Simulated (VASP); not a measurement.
# AlN (F-43m) in VASP: single point with PBE

Aim: the single point of AlN with PBE.

All numbers are computed with VASP 6.6.1; they aren't measurements. Logs are shortened: lines on timing, memory, paths and dates and some standing lists are left out, and cuts for length are marked.

## Step 1: The cell of the first run

Symmetry: F-43m, No. 216, cubic system. Conventional cell: a = 4.403 Å, b = 4.403 Å, c = 4.403 Å, α = 90.00°, β = 90.00°, γ = 90.00°. Within 2.5 Å of Al (site symmetry -43m) lie 4 N at 1.91 Å. Within 2.5 Å of N (site symmetry -43m) lie 4 Al at 1.91 Å.

## Step 2: Single point, PBE, non-collinear spin, zero start, spin-orbit coupling

Contents of INCAR:

```
  PREC = Accurate
  ENCUT = 600
  EDIFF = 1E-6
  ISMEAR = 0
  SIGMA = 0.02
  LREAL = False
  LASPH = True
  NELM = 200
  ALGO = Normal
  ISIF = 2
  LWAVE = False
  LCHARG = False
  MAGMOM = 0 0 0 0 0 0 0 0 0 0 0 0
  LORBIT = 11
  LSORBIT = True
  GGA_COMPAT = False
  LORBMOM = True
  GGA = PE
  NBANDS = 30
```

Contents of KPOINTS:

```
Automatic mesh
0
Gamma
  8 6 8
```

Contents of POSCAR:

```
AlN
1.0
    3.1135143291      0.0000000000      0.0000000000
    0.0000000000      4.4031741909      0.0000000000
    0.0000000000      0.0000000000      3.1135143291
Al N
2 2
Direct
    0.0000000000      0.0000000000      0.0000000000
    0.5000000000      0.5000000000      0.5000000000
    0.0000000000      0.2500000000      0.5000000000
    0.5000000000      0.7500000000      0.0000000000
```

Potentials or basis: VASP PAW PBE potentials, release 64 (Al, N).

Launch:

```bash
cat potpaw_PBE.64/Al/POTCAR potpaw_PBE.64/N/POTCAR > POTCAR
mpirun -np 1 vasp_ncl > vasp.out
```

OUTCAR:

```text
PREC = Accurate
   ENCUT = 600
   EDIFF = 1E-6
   ISMEAR = 0
   LREAL = False
   LASPH = True
   NELM = 200
   ISIF = 2
   LORBIT = 11
   LSORBIT = True
   GGA = PE

 ion  position               nearest neighbor table
   1  0.000  0.000  0.000-   3 1.91   4 1.91   3 1.91   4 1.91   2 3.11   2 3.11   2 3.11   2 3.11
                             2 3.11   2 3.11   2 3.11   2 3.11
   2  0.500  0.500  0.500-   3 1.91   4 1.91   4 1.91   3 1.91   1 3.11   1 3.11   1 3.11   1 3.11
                             1 3.11   1 3.11   1 3.11   1 3.11
   3  0.000  0.250  0.500-   1 1.91   2 1.91   1 1.91   2 1.91
   4  0.500  0.750  0.000-   1 1.91   2 1.91   2 1.91   1 1.91

  LATTYP: Found a simple tetragonal cell.
 ALAT       =     3.1135143291
 C/A-ratio  =     1.4142135624

  Lattice vectors:

 A1 = (  -3.1135143291,   0.0000000000,   0.0000000000)
 A2 = (   0.0000000000,   0.0000000000,   3.1135143291)
 A3 = (   0.0000000000,   4.4031741909,   0.0000000000)

Analysis of symmetry for initial positions (statically):
=====================================================================
 Subroutine PRICEL returns following result:

  LATTYP: Found a face centered cubic cell.
 ALAT       =     4.4031741909
[... 12 lines left out ...]
 Subroutine GETGRP returns: Found  8 space group operations
 (whereof  8 operations were pure point group operations)
 out of a pool of 16 trial point group operations.

The static configuration has the point symmetry D_2d.

Analysis of symmetry for dynamics (positions and initial velocities):
=====================================================================
 Subroutine PRICEL returns following result:

  LATTYP: Found a face centered cubic cell.
 ALAT       =     4.4031741909
[... 12 lines left out ...]
 Subroutine GETGRP returns: Found  8 space group operations
 (whereof  8 operations were pure point group operations)
 out of a pool of 16 trial point group operations.

The dynamic configuration has the point symmetry D_2d.

Analysis of structural, dynamic, and magnetic symmetry:
=====================================================================
 Subroutine PRICEL returns following result:

  LATTYP: Found a face centered cubic cell.
 ALAT       =     4.4031741909
[... 12 lines left out ...]
 Subroutine GETGRP returns: Found  8 space group operations
 (whereof  8 operations were pure point group operations)
 out of a pool of 16 trial point group operations.

The overall configuration has the point symmetry D_2d.

 Subroutine INISYM returns: Found  8 space group operations
 (whereof  8 operations are pure point group operations),
 and found     2 'primitive' translations

----------------------------------------------------------------------------------------

                                     Primitive cell

  volume of cell :      21.3421

  direct lattice vectors                    reciprocal lattice vectors
    -1.556757165  2.201587095  1.556757165    -0.321180471  0.227108889  0.000000000
     0.000000000  0.000000000  3.113514329     0.000000000 -0.227108889  0.321180471
     1.556757165  2.201587095  1.556757165     0.321180471  0.227108889  0.000000000

  length of vectors
     3.113514329  3.113514329  3.113514329     0.393364135  0.393364135  0.393364135

  position of ions in fractional coordinates (direct lattice)
     0.000000000  0.000000000  0.000000000
     0.250000000  0.250000000  0.250000000

  ion indices of the primitive-cell ions
   primitive index   ion index
                 1           1
                 2           3

----------------------------------------------------------------------------------------

 KPOINTS: Automatic mesh

Automatic generation of k-mesh.
 Grid dimensions read from file:
 generate k-points for:    8    6    8

 Generating k-lattice:

  Cartesian coordinates                     Fractional coordinates (reciprocal lattice)
[... 101 lines left out ...]

 number of electron      15.9999998 magnetization       0.0000000     -0.0000000      0.0000000

 Free energy of the ion-electron system (eV)
  ---------------------------------------------------
  ext. energy  EPLUGINS =         0.00000000
  ---------------------------------------------------
  free energy    TOTEN  =       -29.69793726 eV

  energy without entropy =      -29.69793726  energy(sigma->0) =      -29.69793726

 E-fermi :   5.8467     XC(G=0): -10.8292

 val. band max:        5.7512448842   @ k =   0.0000   0.0000   0.0000
 cond. band min:       9.0500455617   @ k =   0.5000   0.0000   0.5000
 fundamental gap:      3.2988006775
 Fermi energy:         5.8467300997

 k-point     1 :       0.0000    0.0000    0.0000
  band No.  band energies     occupation
      1      -9.0983      1.00000
      2      -9.0983      1.00000
      3      -6.5076      1.00000
      4      -6.5076      1.00000
      5       0.9150      1.00000
      6       0.9150      1.00000
[... 733 lines left out ...]
     27      17.0655      0.00000
     28      17.0655      0.00000

 [... further k-points ...]

 [bands above 28 left out]

------------------------ aborting loop because EDIFF is reached ----------------------------------------

  FORCE on cell =-STRESS in cart. coord.  units (eV):
  Direction    XX          YY          ZZ          XY          YZ          ZX
  --------------------------------------------------------------------------------------
  -------------------------------------------------------------------------------------
  Total       -0.1083629     -0.1093201     -0.1083629      0.0000000      0.0000000      0.0000000
  in kB       -4.0674645     -4.1033904     -4.0674645      0.0000000      0.0000000      0.0000000
  external PRESSURE =      -4.0794398 kB  Pullay stress =       0.0000000 kB

 VOLUME and BASIS-vectors are now :
 -----------------------------------------------------------------------------
  energy-cutoff  :      600.00
  volume of cell :       42.68
      direct lattice vectors                 reciprocal lattice vectors
     3.113514329  0.000000000  0.000000000     0.321180471  0.000000000  0.000000000
     0.000000000  4.403174191  0.000000000     0.000000000  0.227108889  0.000000000
     0.000000000  0.000000000  3.113514329     0.000000000  0.000000000  0.321180471

 POSITION                                       TOTAL-FORCE (eV/Angst)
 -----------------------------------------------------------------------------------
      0.00000      0.00000      0.00000         0.000000     -0.000000      0.000000
      1.55676      2.20159      1.55676        -0.000000     -0.000000     -0.000000
      0.00000      1.10079      1.55676         0.000000      0.000000     -0.000000
      1.55676      3.30238      0.00000        -0.000000     -0.000000      0.000000
 -----------------------------------------------------------------------------------
    total drift:                                0.000000      0.000000     -0.000000

  FREE ENERGIE OF THE ION-ELECTRON SYSTEM (eV)
  ---------------------------------------------------
  free  energy   TOTEN  =       -29.6979372578 eV

  energy  without entropy=      -29.6979372578  energy(sigma->0) =      -29.69793726

 orbital moment (x)

 # of ion     p       tot
 --------------------------------
  1         0.000   0.000
  2        -0.000  -0.000
  3        -0.000  -0.000
  4        -0.000  -0.000
 --------------------------------
           -0.000  -0.000

 orbital moment (y)

 # of ion     p       tot
 --------------------------------
  1        -0.000  -0.000
  2        -0.000  -0.000
  3         0.000   0.000
  4         0.000   0.000
 --------------------------------
           -0.000  -0.000

 orbital moment (z)

 # of ion     p       tot
 --------------------------------
  1        -0.000  -0.000
  2        -0.000  -0.000
  3        -0.000  -0.000
  4        -0.000  -0.000
 --------------------------------
           -0.000  -0.000

 Spin-Orbit-Coupling matrix elements

 Ion:    1  E_soc:     -0.0001010
 l=   1
     0.0000000    -0.0000168    -0.0000168
    -0.0000168     0.0000000    -0.0000168
    -0.0000168    -0.0000168     0.0000000
 l=   2
     0.0000000     0.0000000     0.0000000     0.0000000     0.0000000
     0.0000000     0.0000000     0.0000000     0.0000000     0.0000000
     0.0000000     0.0000000     0.0000000     0.0000000     0.0000000
     0.0000000     0.0000000     0.0000000     0.0000000     0.0000000
     0.0000000     0.0000000     0.0000000     0.0000000     0.0000000
 l=   3
     0.0000000     0.0000000     0.0000000     0.0000000     0.0000000     0.0000000     0.0000000
     0.0000000     0.0000000     0.0000000     0.0000000     0.0000000     0.0000000     0.0000000
     0.0000000     0.0000000     0.0000000     0.0000000     0.0000000     0.0000000     0.0000000
     0.0000000     0.0000000     0.0000000     0.0000000     0.0000000     0.0000000     0.0000000
[... 49 lines left out ...]
 l=   2
     0.0000000     0.0000000     0.0000000     0.0000000     0.0000000
     0.0000000     0.0000000     0.0000000     0.0000000     0.0000000
     0.0000000     0.0000000     0.0000000     0.0000000     0.0000000
     0.0000000     0.0000000     0.0000000     0.0000000     0.0000000
     0.0000000     0.0000000     0.0000000     0.0000000     0.0000000
 l=   3
     0.0000000     0.0000000     0.0000000     0.0000000     0.0000000     0.0000000     0.0000000
     0.0000000     0.0000000     0.0000000     0.0000000     0.0000000     0.0000000     0.0000000
     0.0000000     0.0000000     0.0000000     0.0000000     0.0000000     0.0000000     0.0000000
     0.0000000     0.0000000     0.0000000     0.0000000     0.0000000     0.0000000     0.0000000
     0.0000000     0.0000000     0.0000000     0.0000000     0.0000000     0.0000000     0.0000000
     0.0000000     0.0000000     0.0000000     0.0000000     0.0000000     0.0000000     0.0000000
     0.0000000     0.0000000     0.0000000     0.0000000     0.0000000     0.0000000     0.0000000

 total charge

# of ion       s       p       d       tot
------------------------------------------
    1        0.367   0.434   0.000   0.801
    2        0.367   0.434   0.000   0.801
    3        1.219   2.611   0.000   3.831
    4        1.219   2.611   0.000   3.831
--------------------------------------------------
tot          3.172   6.090   0.000   9.263

 magnetization (x)

# of ion       s       p       d       tot
------------------------------------------
    1       -0.000  -0.000   0.000  -0.000
    2       -0.000   0.000   0.000   0.000
    3        0.000   0.000   0.000   0.000
    4        0.000  -0.000   0.000  -0.000
--------------------------------------------------
tot         -0.000  -0.000   0.000  -0.000

 magnetization (y)

# of ion       s       p       d       tot
------------------------------------------
    1       -0.000  -0.000   0.000  -0.000
    2       -0.000  -0.000   0.000  -0.000
    3       -0.000   0.000   0.000   0.000
    4        0.000   0.000   0.000   0.000
--------------------------------------------------
tot         -0.000   0.000   0.000  -0.000

 magnetization (z)

# of ion       s       p       d       tot
------------------------------------------
    1       -0.000   0.000   0.000  -0.000
    2       -0.000   0.000   0.000  -0.000
    3        0.000   0.000   0.000   0.000
    4        0.000  -0.000   0.000  -0.000
--------------------------------------------------
tot         -0.000   0.000   0.000  -0.000
```

It took 4.5 min on 1 thread of Oxide Virtual Turin-like, shared host; peak memory 0.35 GiB.

What came out:

| Quantity | Value |
| --- | --- |
| Free energy | -29.6979 eV |
| Pressure | -0.4 GPa |
| Net moment | 0.00 μB per cell |
| Valence electrons inside the program's atomic spheres | Al 0.80; N 3.83 |

Moments on the atoms (μB; x, y, z):
```
Al  0.00 0.00 0.00
Al  0.00 0.00 0.00
N   0.00 0.00 0.00
N   0.00 0.00 0.00
```
